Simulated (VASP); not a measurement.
# Fe (Fd-3m) in VASP: further runs

Runs on Fe. Level: RPBE. Tasks: single point.

Everything below comes from runs of VASP 6.6.1. Logs are shortened: lines on timing, memory, paths and dates and some standing lists are left out, and cuts for length are marked.

## Step 1: The cell of the first run

It takes space group Fd-3m (No. 227, cubic). Conventional cell: a = 4.917 Å, b = 4.917 Å, c = 4.917 Å, α = 90.00°, β = 90.00°, γ = 90.00°. Within 2.8 Å of Fe (site symmetry -43m) lie 4 Fe at 2.13 Å.

## Step 2: Single point, RPBE

INCAR

```
PREC = Accurate
ENCUT = 520
EDIFF = 1E-7
ISMEAR = -1
SIGMA = 0.1
LREAL = F
LASPH = T
NELM = 100
ALGO = Normal
ISIF = 2
LWAVE = F
LCHARG = F
GGA = RP
NBANDS = 15
```

KPOINTS

```
regular mesh
0
Gamma
  11 11 11
```

POSCAR

```
Fe
1.0
    0.0000000000      2.4583365409      2.4583365409
    2.4583365409      0.0000000000      2.4583365409
    2.4583365409      2.4583365409      0.0000000000
Fe
2
Direct
    0.1250000000      0.1250000000      0.1250000000
    0.8750000000      0.8750000000      0.8750000000
```

Potentials or basis: VASP PAW PBE potentials, release 64 (Fe).

Run with:

```
> cat potpaw_PBE.64/Fe/POTCAR > POTCAR
> mpirun -np 1 vasp_std > vasp.out
```

OUTCAR:

```text
PREC = Accurate
   ENCUT = 520
   EDIFF = 1E-7
   ISMEAR = -1
   LREAL = F
   LASPH = T
   NELM = 100
   ISIF = 2
   GGA = RP

 ion  position               nearest neighbor table
   1  0.125  0.125  0.125-   2 2.13   2 2.13   2 2.13   2 2.13
   2  0.875  0.875  0.875-   1 2.13   1 2.13   1 2.13   1 2.13

  LATTYP: Found a face centered cubic cell.
 ALAT       =     4.9166730818

  Lattice vectors:

 A1 = (   0.0000000000,   2.4583365409,   2.4583365409)
 A2 = (   2.4583365409,   0.0000000000,   2.4583365409)
 A3 = (   2.4583365409,   2.4583365409,   0.0000000000)

Analysis of symmetry for initial positions (statically):
=====================================================================
 Subroutine PRICEL returns:
 Original cell was already a primitive cell.

 Routine SETGRP: Setting up the symmetry group for a
 face centered cubic supercell.

 Subroutine GETGRP returns: Found 48 space group operations
 (whereof 12 operations were pure point group operations)
 out of a pool of 48 trial point group operations.

The static configuration has the point symmetry D_3d.
 The point group associated with its full space group is O_h .

Analysis of symmetry for dynamics (positions and initial velocities):
=====================================================================
 Subroutine PRICEL returns:
 Original cell was already a primitive cell.

 Routine SETGRP: Setting up the symmetry group for a
 face centered cubic supercell.

 Subroutine GETGRP returns: Found 48 space group operations
 (whereof 12 operations were pure point group operations)
 out of a pool of 48 trial point group operations.

The dynamic configuration has the point symmetry D_3d.
 The point group associated with its full space group is O_h .

 Subroutine INISYM returns: Found 48 space group operations
 (whereof 12 operations are pure point group operations),
 and found     1 'primitive' translations

----------------------------------------------------------------------------------------

                                     Primitive cell

  volume of cell :      29.7135

  direct lattice vectors                    reciprocal lattice vectors
     0.000000000  2.458336541  2.458336541    -0.203389565  0.203389565  0.203389565
     2.458336541  0.000000000  2.458336541     0.203389565 -0.203389565  0.203389565
     2.458336541  2.458336541  0.000000000     0.203389565  0.203389565 -0.203389565

  length of vectors
     3.476612877  3.476612877  3.476612877     0.352281061  0.352281061  0.352281061

  position of ions in fractional coordinates (direct lattice)
     0.125000000  0.125000000  0.125000000
     0.875000000  0.875000000  0.875000000

  ion indices of the primitive-cell ions
   primitive index   ion index
                 1           1
                 2           2

----------------------------------------------------------------------------------------

 KPOINTS: regular mesh

Automatic generation of k-mesh.
 Grid dimensions read from file:
 generate k-points for:   11   11   11

 Generating k-lattice:

  Cartesian coordinates                     Fractional coordinates (reciprocal lattice)
    -0.018489960  0.018489960  0.018489960     0.090909091  0.000000000  0.000000000
     0.018489960 -0.018489960  0.018489960     0.000000000  0.090909091  0.000000000
     0.018489960  0.018489960 -0.018489960     0.000000000  0.000000000  0.090909091

  Length of vectors
     0.032025551  0.032025551  0.032025551

  Shift w.r.t. Gamma in fractional coordinates (k-lattice)
     0.000000000  0.000000000  0.000000000

 Subroutine IBZKPT returns following result:
 ===========================================

 Found     56 irreducible k-points:

 Following reciprocal coordinates:
            Coordinates               Weight
  0.000000  0.000000  0.000000      1.000000
  0.090909  0.000000  0.000000      8.000000
  0.181818  0.000000  0.000000      8.000000
  0.272727  0.000000  0.000000      8.000000
  0.363636  0.000000  0.000000      8.000000
  0.454545  0.000000  0.000000      8.000000
[... 16 lines left out ...]
 -0.272727  0.181818  0.000000     24.000000
 -0.181818  0.181818  0.000000     12.000000
 [... further k-points ...]
   k-points           NKPTS =     56   k-points in BZ     NKDIM =     56   number of bands    NBANDS=     15
   number of dos      NEDOS =    301   number of ions     NIONS =      2
   total plane-waves  NPLWV =  21952
   dimension x,y,z NGX =    28 NGY =   28 NGZ =   28
   dimension x,y,z NGXF=    56 NGYF=   56 NGZF=   56
   ions per type =               2
   NGX,Y,Z   is equivalent  to a cutoff of  13.39, 13.39, 13.39 a.u.
   NGXF,Y,Z  is equivalent  to a cutoff of  26.78, 26.78, 26.78 a.u.
 SYSTEM =  unknown system
   PREC   = accura    normal or accurate (medium, high low for compatibility)
   ISTART =      0    job   : 0-new  1-cont  2-samecut
   ICHARG =      2    charge: 1-file 2-atom 10-const
   ISPIN  =      1    spin polarized calculation?
   LNONCOLLINEAR =      F non collinear calculations
   LSORBIT =      F    spin-orbit coupling
   LASPH  =      T    aspherical Exc in radial PAW
   ENCUT  =  520.0 eV  38.22 Ry    6.18 a.u.   6.46  6.46  6.46*2*pi/ulx,y,z
   NELM   =    100;   NELMIN=  2; NELMDL= -5     # of ELM steps
   EDIFF  = 0.1E-06   stopping-criterion for ELM
   LREAL  =      F    real-space projection
   EDIFFG = 0.1E-05   stopping-criterion for IOM
   NSW    =      0    number of steps for IOM
   IBRION =     -1    ionic relax: 0-MD 1-quasi-New 2-CG
   NFREE  =      0    steps in history (QN), initial steepest desc. (CG)
   ISIF   =      2    stress and relaxation
   ISYM   =      2    0-nonsym 1-usesym 2-fastsym
   POTIM  = 0.5000    time-step for ionic-motion
   TEBEG  =    0.0;   TEEND  =   0.0 temperature during run
   PSTRESS=    0.0 pullay stress
   NELECT =      16.0000    total number of electrons
   NUPDOWN=      -1.0000    fix difference up-down
   EMIN   =  10.00;   EMAX   =-10.00  energy-range for DOS
   EFERMI =   0.00;   METHOD = LEGACY
   ISMEAR =    -1;   SIGMA  =   0.10  broadening in eV -4-tet -1-fermi 0-gaus
   EFERMI_NEDOS =   21; number of points for ismear=-14 and -15
   IALGO  =     38    algorithm
   IMIX   =      4    mixing-type and parameters
     AMIX     =   0.40;   BMIX     =  1.00
     AMIX_MAG =   1.60;   BMIX_MAG =  1.00
  volume/ion in A,a.u.               =      14.86       100.26
  Fermi-wavevector in a.u.,A,eV,Ry     =   1.331875  2.516879 24.135255  1.773891
  Thomas-Fermi vector in A             =   2.460853
   LORBIT       =      0    0 simple, 1 ext, 2 COOP (PROOUT), +10 PAW based schemes
   GGA     = RP    functional components
   LHFCALC =     F    Hartree Fock is set to
   AEXX    =    0.0000 exact exchange contribution
   IVDW    =     0    specifies the selected vdW correction
   LEPSILON=     F    determine dielectric tensor
   LRPA    =     F    only Hartree local field effects (RPA)
 non-spin polarized calculation
  energy-cutoff  :      520.00
  volume of cell :       29.71
 maximum number of plane-waves:       821
 NGX is ok and might be reduce to    28
   NGX = 13   NGY = 13   NGZ = 13

 number of electron      15.9999998 magnetization

 Free energy of the ion-electron system (eV)
  ---------------------------------------------------
  ext. energy  EPLUGINS =         0.00000000
  ---------------------------------------------------
  free energy    TOTEN  =       -12.98141394 eV

  energy without entropy =      -12.89396767  energy(sigma->0) =      -12.93769080

 E-fermi :   3.5155     XC(G=0): -11.2832

 val. band max:        3.5139045491   @ k =   0.4545   0.3636   0.0909
 cond. band min:       3.5181305852   @ k =   0.2727   0.1818   0.0000
 fundamental gap:      0.0042260361
 Fermi energy:         3.5155074727

 k-point     1 :       0.0000    0.0000    0.0000
  band No.  band energies     occupation
      1      -3.0143      2.00000
      2       0.8724      2.00000
      3       0.8724      2.00000
      4       1.1398      2.00000
      5       1.1398      2.00000
      6       1.1398      2.00000
      7       3.1354      1.95629
      8       3.1354      1.95629
      9       3.1354      1.95629
     10       4.6832      0.00002
     11       4.6832      0.00002
     12      17.5148      0.00000
     13      17.5148      0.00000
     14      17.5148      0.00000
     15      17.7654      0.00000

 k-point     2 :       0.0909    0.0000    0.0000
  band No.  band energies     occupation
      1      -2.8477      2.00000
      2       0.7831      2.00000
      3       0.7831      2.00000
      4       1.1497      2.00000
      5       1.2720      2.00000
      6       1.2720      2.00000
      7       3.0466      1.98177
      8       3.1234      1.96113
      9       3.1234      1.96113
     10       4.6825      0.00002
     11       4.6825      0.00002
     12      14.8801      0.00000
     13      16.5358      0.00000
     14      16.5358      0.00000
     15      18.1512      0.00000

 k-point     3 :       0.1818    0.0000    0.0000
  band No.  band energies     occupation
      1      -2.3617      2.00000
      2       0.6979      2.00000
      3       0.6979      2.00000
      4       1.1915      2.00000
      5       1.4482      2.00000
      6       1.4482      2.00000
      7       2.7974      1.99848
      8       3.1269      1.95979
      9       3.1269      1.95979
     10       4.6721      0.00002
     11       4.6721      0.00002
     12      12.1461      0.00000
     13      15.6208      0.00000
     14      15.6208      0.00000
     15      17.4256      0.00000

 k-point     4 :       0.2727    0.0000    0.0000
  band No.  band energies     occupation
      1      -1.6065      2.00000
      2       0.6983      2.00000
      3       0.6983      2.00000
      4       1.2820      2.00000
      5       1.5000      2.00000
      6       1.5000      2.00000
      7       2.4514      1.99995
      8       3.2299      1.89122
      9       3.2299      1.89122
     10       4.6336      0.00003
     11       4.6336      0.00003
     12       9.6586      0.00000
     13      14.8846      0.00000
     14      14.8846      0.00000
     15      16.7772      0.00000
[... 307 lines left out ...]
 k-point    22 :      -0.3636    0.1818    0.0000
  band No.  band energies     occupation
      1       0.0138      2.00000
      2       0.7072      2.00000
      3       0.7879      2.00000
      4       1.0435      2.00000
      5       1.5562      2.00000
      6       1.8111      2.00000
      7       2.6751      1.99955
      8       3.0848      1.97340
      9       3.8747      0.05364
     10       4.3833      0.00034
     11       4.7535      0.00001
     12       6.6079      0.00000
     13      10.4118      0.00000
     14      13.0299      0.00000
     15      15.4992      0.00000

 k-point    23 :      -0.2727    0.1818    0.0000
  band No.  band energies     occupation
      1      -0.6047      2.00000
      2       0.5536      2.00000
      3       0.9049      2.00000
      4       1.0647      2.00000
      5       1.4471      2.00000
      6       1.9321      2.00000
      7       2.5181      1.99991
      8       2.8709      1.99683
      9       3.9088      0.03844
     10       4.1488      0.00355
     11       4.8350      0.00000
     12       8.4446      0.00000
     13      10.3953      0.00000
     14      14.2127      0.00000
     15      15.9700      0.00000

 k-point    24 :      -0.1818    0.1818    0.0000
  band No.  band energies     occupation
      1      -1.3678      2.00000
      2       0.4924      2.00000
      3       0.9009      2.00000
      4       1.1247      2.00000
      5       1.4207      2.00000
      6       1.8604      2.00000
      7       2.5115      1.99991
      8       2.8565      1.99726
      9       3.6557      0.39492
     10       4.2950      0.00082
     11       4.8382      0.00000
     12      10.6677      0.00000
     13      10.7903      0.00000
     14      15.6065      0.00000
     15      16.6157      0.00000

 [... further k-points ...]

------------------------ aborting loop because EDIFF is reached ----------------------------------------

  FORCE on cell =-STRESS in cart. coord.  units (eV):
  Direction    XX          YY          ZZ          XY          YZ          ZX
  --------------------------------------------------------------------------------------
  -------------------------------------------------------------------------------------
  Total       -0.2271668     -0.2271668     -0.2271668      0.0000000     -0.0000000      0.0000000
  in kB      -12.2490203    -12.2490203    -12.2490203      0.0000000     -0.0000000      0.0000000
  external PRESSURE =     -12.2490203 kB  Pullay stress =       0.0000000 kB

 VOLUME and BASIS-vectors are now :
 -----------------------------------------------------------------------------
  energy-cutoff  :      520.00
  volume of cell :       29.71
      direct lattice vectors                 reciprocal lattice vectors
     0.000000000  2.458336541  2.458336541    -0.203389565  0.203389565  0.203389565
     2.458336541  0.000000000  2.458336541     0.203389565 -0.203389565  0.203389565
     2.458336541  2.458336541  0.000000000     0.203389565  0.203389565 -0.203389565

 POSITION                                       TOTAL-FORCE (eV/Angst)
 -----------------------------------------------------------------------------------
      0.61458      0.61458      0.61458        -0.000000     -0.000000     -0.000000
      4.30209      4.30209      4.30209         0.000000      0.000000      0.000000
 -----------------------------------------------------------------------------------
    total drift:                                0.000000     -0.000000     -0.000000

  FREE ENERGIE OF THE ION-ELECTRON SYSTEM (eV)
  ---------------------------------------------------
  free  energy   TOTEN  =       -12.9814139399 eV

  energy  without entropy=      -12.8939676689  energy(sigma->0) =      -12.93769080
```

It took 12 s on 1 thread of Intel Xeon 6975P-C (Granite Rapids), shared host; peak memory 0.16 GiB.

What came out:

```
Free energy            : -12.9814 eV
Pressure               : -1.2 GPa
Band gap on the k mesh : zero (band 8 reaches 3.75 eV, above the bottom of band 9 at 3.12 eV)
```

Caveat: the PAW data sets were made with another functional, which shifts forces and pressure a little; the run has no spin polarisation, though such a crystal can be magnetic. Spin polarisation is off, so any magnetic state and its effect on volume and gap are missing.

## Step 3: Single point, RPBE (volume scaled by 0.88)

INCAR

```
ALGO = Normal ; EDIFF = 1E-7
ENCUT = 520 ; GGA = RP
ISIF = 2 ; ISMEAR = -1
LASPH = True ; LCHARG = False
LREAL = False ; LWAVE = False
NBANDS = 15 ; NELM = 100
PREC = Accurate ; SIGMA = 0.1
```

KPOINTS

```
k-points
0
Gamma
  12 12 12
```

POSCAR

```
Fe
1.0
    0.0000000000      2.3557845035      2.3557845035
    2.3557845035      0.0000000000      2.3557845035
    2.3557845035      2.3557845035      0.0000000000
Fe
2
Direct
    0.1250000000      0.1250000000      0.1250000000
    0.8750000000      0.8750000000      0.8750000000
```

Potentials or basis: VASP PAW PBE potentials, release 64 (Fe).

Run with:

```
> cat potpaw_PBE.64/Fe/POTCAR > POTCAR
> mpirun -np 1 vasp_std > vasp.out
```

It took 15 s on 1 thread of Intel Xeon 6975P-C (Granite Rapids), shared host; peak memory 0.16 GiB.

Results (log left out):

| Property | Result |
| --- | --- |
| Free energy | -12.7839 eV |
| Pressure | 21.4 GPa |
| Band gap on the k mesh | zero (band 8 reaches 4.93 eV, above the bottom of band 9 at 4.17 eV) |

Levels at points of the mesh, in eV from the Fermi level:
```
           k point  band 4  band 5  band 6  band 7  band 8  band 9  band 10  band 11  band 12  band 13
(0.00, 0.00, 0.00)   -2.74   -2.74   -2.74   -0.44   -0.44   -0.44     1.42     1.42    15.28    15.28
(0.50, 0.00, 0.00)   -3.00   -2.78   -2.78   -1.16    0.21    0.21     1.13     1.13     2.84    11.74
(0.50, 0.50, 0.00)   -2.69   -1.37   -1.37   -0.85   -0.85    1.36     1.36     3.04     3.04     5.81
```

Caveat: the PAW data sets were made with another functional, which shifts forces and pressure a little; the run has no spin polarisation, though such a crystal can be magnetic. Spin polarisation is off, so any magnetic state and its effect on volume and gap are missing.

## Step 4: Single point, RPBE (volume scaled by 0.92)

INCAR

```
PREC = Accurate
ENCUT = 520
EDIFF = 1E-6
ISMEAR = -1
SIGMA = 0.1
LREAL = False
LASPH = True
NELM = 80
ALGO = Normal
ISIF = 2
LWAVE = False
LCHARG = True
GGA = RP
LELF = True
LVHAR = True
NBANDS = 15
```

KPOINTS

```
Automatic mesh
0
Gamma
  12 12 12
```

POSCAR

```
Fe
1.0
    0.0000000000      2.3909506508      2.3909506508
    2.3909506508      0.0000000000      2.3909506508
    2.3909506508      2.3909506508      0.0000000000
Fe
2
Direct
    0.1250000000      0.1250000000      0.1250000000
    0.8750000000      0.8750000000      0.8750000000
```

Run with:

```
> cat potpaw_PBE.64/Fe/POTCAR > POTCAR
> mpirun -np 1 vasp_std > vasp.out
```

It took 14 s on 1 thread of Intel Xeon 6975P-C (Granite Rapids), shared host; peak memory 0.16 GiB.

The run converged. Its results:

```
Free energy            : -12.9073 eV
Pressure               : 12.2 GPa
Band gap on the k mesh : zero (band 8 reaches 4.51 eV, above the bottom of band 9 at 3.79 eV)
```

Levels at points of the mesh, in eV from the Fermi level:
| k point | band 6 | band 7 | band 8 | band 9 | band 10 | band 11 |
| --- | --- | --- | --- | --- | --- | --- |
| (0.00, 0.00, 0.00) | -2.61 | -0.42 | -0.42 | -0.42 | 1.33 | 1.33 |
| (0.50, 0.00, 0.00) | -2.63 | -1.13 | 0.19 | 0.19 | 1.06 | 1.06 |
| (0.50, 0.50, 0.00) | -1.38 | -0.80 | -0.80 | 1.28 | 1.28 | 2.90 |

Caveat: the PAW data sets were made with another functional, which shifts forces and pressure a little; the run has no spin polarisation, though such a crystal can be magnetic.

## Step 5: Single point, RPBE (volume scaled by 0.96)

INCAR

```
PREC = Accurate ; ENCUT = 520
EDIFF = 1E-6 ; ISMEAR = -1
SIGMA = 0.1 ; LREAL = False
LASPH = True ; NELM = 80
ALGO = Normal ; ISIF = 2
LWAVE = False ; LCHARG = False
GGA = RP ; NBANDS = 15
```

KPOINTS

```
regular mesh
0
Gamma
  12 12 12
```

POSCAR

```
Fe
1.0
    0.0000000000      2.4251117040      2.4251117040
    2.4251117040      0.0000000000      2.4251117040
    2.4251117040      2.4251117040      0.0000000000
Fe
2
Direct
    0.1250000000      0.1250000000      0.1250000000
    0.8750000000      0.8750000000      0.8750000000
```

Run with:

```
> cat potpaw_PBE.64/Fe/POTCAR > POTCAR
> mpirun -np 1 vasp_std > vasp.out
```

Run time: 14 s. Hardware: 1 thread of Intel Xeon 6975P-C (Granite Rapids), shared host; peak memory 0.16 GiB.

The run converged. Its results:

```yaml
Free_energy: -12.9691 eV
Pressure: 4.8 GPa
Band_gap_on_the_k_mesh: zero (band 8 reaches 4.12 eV, above the bottom of band 9 at 3.44 eV)
```

Levels at points of the mesh, in eV from the Fermi level:
```
           k point  band 5  band 6  band 7  band 8  band 9  band 10  band 11  band 12
(0.00, 0.00, 0.00)   -2.49   -2.49   -0.40   -0.40   -0.40     1.25     1.25    14.41
(0.50, 0.00, 0.00)   -2.51   -2.51   -1.10    0.17    0.17     1.00     1.00     2.53
(0.50, 0.50, 0.00)   -1.38   -1.38   -0.75   -0.75    1.20     1.20     2.77     2.77
```

Caveat: the PAW data sets were made with another functional, which shifts forces and pressure a little; the run has no spin polarisation, though such a crystal can be magnetic. Spin polarisation is off, so any magnetic state and its effect on volume and gap are missing.

## Step 6: The runs side by side

| cell | k mesh | gap on the mesh (eV) | pressure (GPa) |
| --- | --- | --- | --- |
| a = 3.477 Å, angles 60.0°, 2 atoms | 11 × 11 × 11 | none | -1.2 |
| a = 3.332 Å, angles 60.0°, 2 atoms | 12 × 12 × 12 | none | 21.4 |
| a = 3.381 Å, angles 60.0°, 2 atoms | 12 × 12 × 12 | none | 12.2 |
| a = 3.430 Å, angles 60.0°, 2 atoms | 12 × 12 × 12 | none | 4.8 |

Alike in all rows: task single point; level RPBE; potentials or basis VASP PAW PBE potentials, release 64 (Fe); no spin polarisation; cutoff (eV) 520; smearing fermi-dirac 0.1 eV.

Caveats: the PAW data sets were made with another functional, which shifts forces and pressure a little; the run has no spin polarisation, though such a crystal can be magnetic.

Total energies depend on the potentials used, so only differences within one code and one set of settings carry meaning.
